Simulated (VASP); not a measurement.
Crystal: Sb.

```
Sb
1.0
     3.09556    0.00000    0.00000
     0.00000    3.09556    0.00000
     0.00000    0.00000    3.09556
Sb
1
Direct
  0.00000 0.00000 0.00000
```

Base run:

| Property | Result |
| --- | --- |
| Program | VASP 6.6.1 |
| Functional | r2SCAN |
| Potentials or basis | VASP PAW PBE potentials, release 64 (Sb) |
| Cutoff | 550 eV |
| k mesh | 7 × 7 × 7 |
| Occupations | fermi-dirac, width 0.1 eV |
| Spin | no spin polarisation |

Its results: pressure -0.4 GPa.

Task: The run is repeated on the same cell with these changes: k mesh from 7 × 7 × 7 to 6 × 6 × 6. What comes out?

Result: Pressure 0.0 GPa.

Caveats: the PAW data sets were made with another functional, which shifts forces and pressure a little.
